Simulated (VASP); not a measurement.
Au: relaxation of cell and atoms with PBE

Au:

```xyz
1
Lattice="0.0000 2.0350 2.0350 2.0350 0.0000 2.0350 2.0350 2.0350 0.0000" Properties=species:S:1:pos:R:3 pbc="T T T"
Au    0.0000    0.0000    0.0000
```

* Program: VASP 6.6.1
* Task: relaxation of cell and atoms
* Functional: PBE
* Potentials or basis: VASP PAW PBE potentials, release 64 (Au)
* Cutoff: 500 eV
* k mesh: 10 × 10 × 10
* Occupations: methfessel-paxton, width 0.05 eV
* Spin: no spin polarisation
* Target pressure: 30 GPa
* Dipole correction: no
* Further INCAR settings: ALGO = Normal; EDIFF = 1e-07; IBRION = 2; EDIFFG = -0.03; NSW = 80; ISIF = 3

The relaxed volume is 15.61 Å³/atom, the relaxed cell is a = 2.805 Å, b = 2.805 Å, c = 2.805 Å, α = 60.00°, β = 60.00°, γ = 60.00° and the space group after relaxing (to 0.1 Å) is Fm-3m (No. 225). The energy change on relaxing (the run minimises the enthalpy) is +153.0 meV/atom. The ionic steps are 5, the pressure after relaxing is 30.0 GPa and the band gap on the k mesh is zero (an odd number of electrons rules out a gap without spin polarisation).

The path:
| step | energy change (eV) | largest force (eV/Å) | pressure (GPa) | volume (Å³) |
| --- | --- | --- | --- | --- |
| 1 | 0.0000 | 0.0000 | 10.88 | 16.85 |
| 2 | 1.6972 | 0.0000 | 149.29 | 12.41 |
| 3 | 0.1374 | 0.0000 | 28.43 | 15.70 |
| 4 | 0.1479 | 0.0000 | 29.49 | 15.64 |
| 5 | 0.1530 | 0.0000 | 30.01 | 15.61 |

Final structure:
```cif
data_structure
_symmetry_space_group_name_H-M 'P 1'
_symmetry_Int_Tables_number 1
_cell_length_a 2.8053
_cell_length_b 2.8053
_cell_length_c 2.8053
_cell_angle_alpha 60.000
_cell_angle_beta 60.000
_cell_angle_gamma 60.000
_cell_volume 15.61
loop_
_atom_site_label
_atom_site_type_symbol
_atom_site_fract_x
_atom_site_fract_y
_atom_site_fract_z
_atom_site_occupancy
Au1 Au 0.00000 0.00000 0.00000 1
```

Levels at points of the mesh, in eV from the Fermi level:
```
           k point  band 4  band 5  band 6  band 7  band 8  band 9
(0.00, 0.00, 0.00)   -5.14   -3.37   -3.37   14.41   18.92   18.92
(0.50, 0.00, 0.00)   -1.97   -1.97   -1.32    3.64   13.88   17.83
(0.50, 0.50, 0.00)   -1.59   -1.59    0.83    6.59   10.31   10.31
```

Wall time 24 s on 1 thread of Intel(R) Xeon(R) Platinum 8488C (Sapphire Rapids) (shared host), peak memory 0.15 GiB.

Caveat: the cell is relaxed towards a set pressure, so the run minimises the enthalpy, not the energy; spin-orbit coupling is left out, which moves the levels of the heavy elements.
